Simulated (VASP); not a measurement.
# SbMo in VASP: further runs, part 2 of 2

VASP 6.6.1. Earlier steps stand in the parts before.

### Step 4. Relaxation of shape and atoms at fixed volume, PBEsol (20.01 Å³/atom)

INCAR

```
SYSTEM = SbMo
ALGO = Normal
EDIFF = 1E-6
EDIFFG = -0.01
ENCUT = 600
GGA = PS
IBRION = 2
ISIF = 4
ISMEAR = 0
LASPH = .True.
LCHARG = .False.
LREAL = .False.
LWAVE = .False.
NELM = 60
NSW = 60
PREC = Accurate
SIGMA = 0.05
```

KPOINTS

```
k-points
0
Gamma
  10 10 6
  0 0 0
```

POSCAR

```
SbMo
1.0
    4.2348666699      0.0000000000      0.0000000000
   -2.1174333350      3.6675021178      0.0000000000
    0.0000000000      0.0000000000      5.1534459633
Mo Sb
2 2
Direct
    0.0000000000      0.0000000000      0.0000000000
    0.0000000000      0.0000000000      0.5000000000
    0.3333333333      0.6666666667      0.2500000000
    0.6666666667      0.3333333333      0.7500000000
```

Potentials or basis: VASP PAW PBE potentials, release 64 (Mo_sv, Sb).

Command:

```bash
> cat potpaw_PBE.64/Mo_sv/POTCAR potpaw_PBE.64/Sb/POTCAR > POTCAR
> mpirun -np 1 vasp_std > vasp.out
```

OUTCAR:

```text
SYSTEM = SbMo
   EDIFF = 1E-6
   EDIFFG = -0.01
   ENCUT = 600
   GGA = PS
   IBRION = 2
   ISIF = 4
   ISMEAR = 0
   LASPH = .True.
   LREAL = .False.
   NELM = 60
   NSW = 60
   PREC = Accurate

 ion  position               nearest neighbor table
   1  0.000  0.000  0.000-   2 2.58   2 2.58   4 2.76   3 2.76   4 2.76   3 2.76   4 2.76   3 2.76

   2  0.000  0.000  0.500-   1 2.58   1 2.58   4 2.76   3 2.76   4 2.76   3 2.76   4 2.76   3 2.76

   3  0.333  0.667  0.250-   1 2.76   2 2.76   1 2.76   2 2.76   1 2.76   2 2.76   4 3.55   4 3.55
                             4 3.55   4 3.55   4 3.55   4 3.55
   4  0.667  0.333  0.750-   1 2.76   2 2.76   1 2.76   2 2.76   1 2.76   2 2.76   3 3.55   3 3.55
                             3 3.55   3 3.55   3 3.55   3 3.55

  LATTYP: Found a hexagonal cell.
 ALAT       =     4.2348666699
 C/A-ratio  =     1.2169086692

  Lattice vectors:

 A1 = (   4.2348666699,   0.0000000000,   0.0000000000)
 A2 = (  -2.1174333350,   3.6675021178,   0.0000000000)
 A3 = (   0.0000000000,   0.0000000000,   5.1534459633)

Analysis of symmetry for initial positions (statically):
=====================================================================
 Subroutine PRICEL returns:
 Original cell was already a primitive cell.

 Routine SETGRP: Setting up the symmetry group for a
 hexagonal supercell.

 Subroutine GETGRP returns: Found 24 space group operations
 (whereof 12 operations were pure point group operations)
 out of a pool of 24 trial point group operations.

The static configuration has the point symmetry D_3d.
 The point group associated with its full space group is D_6h.

Analysis of symmetry for dynamics (positions and initial velocities):
=====================================================================
 Subroutine PRICEL returns:
 Original cell was already a primitive cell.

 Routine SETGRP: Setting up the symmetry group for a
 hexagonal supercell.

 Subroutine GETGRP returns: Found 24 space group operations
 (whereof 12 operations were pure point group operations)
 out of a pool of 24 trial point group operations.

The dynamic configuration has the point symmetry D_3d.
 The point group associated with its full space group is D_6h.

 Subroutine INISYM returns: Found 24 space group operations
 (whereof 12 operations are pure point group operations),
 and found     1 'primitive' translations

----------------------------------------------------------------------------------------

                                     Primitive cell

  volume of cell :      80.0401

  direct lattice vectors                    reciprocal lattice vectors
     4.234866670  0.000000000  0.000000000     0.236134943  0.136332573  0.000000000
    -2.117433335  3.667502118  0.000000000     0.000000000  0.272665146  0.000000000
     0.000000000  0.000000000  5.153445963     0.000000000  0.000000000  0.194044918

  length of vectors
     4.234866670  4.234866670  5.153445963     0.272665146  0.272665146  0.194044918

  position of ions in fractional coordinates (direct lattice)
     0.000000000  0.000000000  0.000000000
     0.000000000  0.000000000  0.500000000
     0.333333333  0.666666667  0.250000000
     0.666666667  0.333333333  0.750000000

  ion indices of the primitive-cell ions
   primitive index   ion index
                 1           1
[... 34 lines left out ...]
  0.200000 -0.000000  0.000000      6.000000
  0.300000  0.000000  0.000000      6.000000
  0.400000  0.000000  0.000000      6.000000
  0.500000 -0.000000  0.000000      3.000000
[... 16 lines left out ...]
  0.300000  0.100000  0.166667     24.000000
  0.400000  0.100000  0.166667     24.000000
 [... further k-points ...]
   k-points           NKPTS =     56   k-points in BZ     NKDIM =     56   number of bands    NBANDS=     23
   number of dos      NEDOS =    301   number of ions     NIONS =      4
   total plane-waves  NPLWV =  54432
   dimension x,y,z NGX =    36 NGY =   36 NGZ =   42
   dimension x,y,z NGXF=    72 NGYF=   72 NGZF=   84
   ions per type =               2   2
   NGX,Y,Z   is equivalent  to a cutoff of  14.13, 14.13, 13.55 a.u.
   NGXF,Y,Z  is equivalent  to a cutoff of  28.26, 28.26, 27.10 a.u.
 SYSTEM =  SbMo
   PREC   = accura    normal or accurate (medium, high low for compatibility)
   ISTART =      0    job   : 0-new  1-cont  2-samecut
   ICHARG =      2    charge: 1-file 2-atom 10-const
   ISPIN  =      1    spin polarized calculation?
   LNONCOLLINEAR =      F non collinear calculations
   LSORBIT =      F    spin-orbit coupling
   LASPH  =      T    aspherical Exc in radial PAW
   ENCUT  =  600.0 eV  44.10 Ry    6.64 a.u.   8.46  8.46 10.29*2*pi/ulx,y,z
   NELM   =     60;   NELMIN=  2; NELMDL= -5     # of ELM steps
   EDIFF  = 0.1E-05   stopping-criterion for ELM
   LREAL  =      F    real-space projection
   EDIFFG = -.1E-01   stopping-criterion for IOM
   NSW    =     60    number of steps for IOM
   IBRION =      2    ionic relax: 0-MD 1-quasi-New 2-CG
   NFREE  =      1    steps in history (QN), initial steepest desc. (CG)
   ISIF   =      4    stress and relaxation
   ISYM   =      2    0-nonsym 1-usesym 2-fastsym
   POTIM  = 0.5000    time-step for ionic-motion
   TEBEG  =    0.0;   TEEND  =   0.0 temperature during run
   PSTRESS=    0.0 pullay stress
   NELECT =      38.0000    total number of electrons
   NUPDOWN=      -1.0000    fix difference up-down
   EMIN   =  10.00;   EMAX   =-10.00  energy-range for DOS
   EFERMI =   0.00;   METHOD = LEGACY
   ISMEAR =     0;   SIGMA  =   0.05  broadening in eV -4-tet -1-fermi 0-gaus
   EFERMI_NEDOS =   21; number of points for ismear=-14 and -15
   IALGO  =     38    algorithm
   IMIX   =      4    mixing-type and parameters
     AMIX     =   0.40;   BMIX     =  1.00
     AMIX_MAG =   1.60;   BMIX_MAG =  1.00
  volume/ion in A,a.u.               =      20.01       135.03
  Fermi-wavevector in a.u.,A,eV,Ry     =   1.277125  2.413416 22.191760  1.631048
  Thomas-Fermi vector in A             =   2.409742
   LORBIT       =      0    0 simple, 1 ext, 2 COOP (PROOUT), +10 PAW based schemes
   GGA     = PS    functional components
   LHFCALC =     F    Hartree Fock is set to
   AEXX    =    0.0000 exact exchange contribution
   IVDW    =     0    specifies the selected vdW correction
   LEPSILON=     F    determine dielectric tensor
   LRPA    =     F    only Hartree local field effects (RPA)
 conjugate gradient relaxation of ions
 non-spin polarized calculation
 Gauss-broadening in eV      SIGMA  =   0.05
  energy-cutoff  :      600.00
  volume of cell :       80.04
 maximum number of plane-waves:      2715
 NGX is ok and might be reduce to    36
   NGX = 17   NGY = 17   NGZ = 21

--------------------------------------- Ionic step        1  -------------------------------------------

 number of electron      38.0000000 magnetization

 Free energy of the ion-electron system (eV)
  ---------------------------------------------------
  ext. energy  EPLUGINS =         0.00000000
  ---------------------------------------------------
  free energy    TOTEN  =       -31.46307146 eV

  energy without entropy =      -31.46090531  energy(sigma->0) =      -31.46198838

------------------------ aborting loop because EDIFF is reached ----------------------------------------

  FORCE on cell =-STRESS in cart. coord.  units (eV):
  Direction    XX          YY          ZZ          XY          YZ          ZX
  --------------------------------------------------------------------------------------
  -------------------------------------------------------------------------------------
  Total        3.2147730      3.2147730      3.6279618     -0.0000000      0.0000000      0.0000000
  in kB       64.3506664     64.3506664     72.6215391     -0.0000000      0.0000000      0.0000000
  external PRESSURE =      67.1076240 kB  Pullay stress =       0.0000000 kB
[... 63 lines left out ...]
--------------------------------------- Ionic step        3  -------------------------------------------

 number of electron      38.0000001 magnetization

 Free energy of the ion-electron system (eV)
  ---------------------------------------------------
  ext. energy  EPLUGINS =         0.00000000
  ---------------------------------------------------
  free energy    TOTEN  =       -31.46394060 eV

  energy without entropy =      -31.46177572  energy(sigma->0) =      -31.46285816

 E-fermi :  10.1867     XC(G=0): -11.7241

 val. band max:       10.1401162510   @ k =   0.5000  -0.0000   0.5000
 cond. band min:      10.1986953459   @ k =   0.1000   0.1000   0.0000
 fundamental gap:      0.0585790949
 Fermi energy:        10.1866645947

 k-point     1 :       0.0000    0.0000    0.0000
  band No.  band energies     occupation
      1     -50.3242      2.00000
      2     -50.1166      2.00000
      3     -25.2116      2.00000
      4     -24.4869      2.00000
      5     -24.4869      2.00000
      6     -24.2946      2.00000
[... 613 lines left out ...]
     22      12.0266      0.00000
     23      12.4391      0.00000

 [... further k-points ...]
[... 5 lines left out ...]
  --------------------------------------------------------------------------------------
  -------------------------------------------------------------------------------------
  Total        3.2753010      3.2753010      3.2788092     -0.0000000     -0.0000000      0.0000000
  in kB       65.5622657     65.5622657     65.6324916     -0.0000000     -0.0000000      0.0000000
  external PRESSURE =      65.5856743 kB  Pullay stress =       0.0000000 kB
[... 19 lines left out ...]
  FREE ENERGIE OF THE ION-ELECTRON SYSTEM (eV)
  ---------------------------------------------------
  free  energy   TOTEN  =       -31.4639406028 eV

  energy  without entropy=      -31.4617757163  energy(sigma->0) =      -31.46285816

 reached required accuracy - stopping structural energy minimisation
```

It took 3.5 min on 1 thread of Intel Xeon 8259CL, shared host; peak memory 0.31 GiB.

What came out:

```yaml
Free_energy: -31.4639 eV
Energy_gained_by_relaxing: 0.2 meV/atom
Ionic_steps: 3
Pressure_after_relaxing: 6.6 GPa
Band_gap_on_the_k_mesh: zero (bands 19 and 20 overlap by 1.66 eV)
```

Step by step:
```tsv
step	energy change (eV)	largest force (eV/Å)	pressure (GPa)	volume (Å³)
1	0.0000	0.0000	6.71	80.04
2	-0.0008	0.0000	6.59	80.04
3	-0.0009	0.0000	6.56	80.04
```

Final structure:
```
CELL_PARAMETERS angstrom
4.22588 0.00000 0.00000
-2.11294 3.65972 0.00000
0.00000 0.00000 5.17540
ATOMIC_POSITIONS crystal
Mo 0.00000 0.00000 0.00000
Mo 0.00000 0.00000 0.50000
Sb 0.33333 0.66667 0.25000
Sb 0.66667 0.33333 0.75000
```

Caveat: the PAW data sets were made with another functional, which shifts forces and pressure a little; spin-orbit coupling is left out, which moves the levels of the heavy elements.

### Step 5. Overview

```csv
task,cell,cutoff (eV),gap on the mesh (eV),pressure (GPa)
single point,"a = 4.227, b = 4.227, c = 5.172 Å, angles 90.0, 90.0, 120.0°, 4 atoms",520,none,6.6
single point,"a = 4.301, b = 4.269, c = 5.205 Å, angles 90.0, 90.0, 120.2°, 4 atoms",520,none,1.7
relaxation of shape and atoms at fixed volume,"relaxed from a = 4.235, b = 4.235, c = 5.153 Å, angles 90.0, 90.0, 120.0°, 4 atoms",600,none,6.6
```

Alike in all rows: level PBEsol; potentials or basis VASP PAW PBE potentials, release 64 (Mo_sv, Sb); no spin polarisation; k mesh 10 × 10 × 6; smearing gaussian 0.05 eV.

Caveats: the PAW data sets were made with another functional, which shifts forces and pressure a little; spin-orbit coupling is left out, which moves the levels of the heavy elements; the cell stands under pressure (at least some runs).

Total energies depend on the potentials used, so only differences within one code and one set of settings carry meaning.

The gap in the log of VASP goes by the Fermi energy; the results here count the filled bands.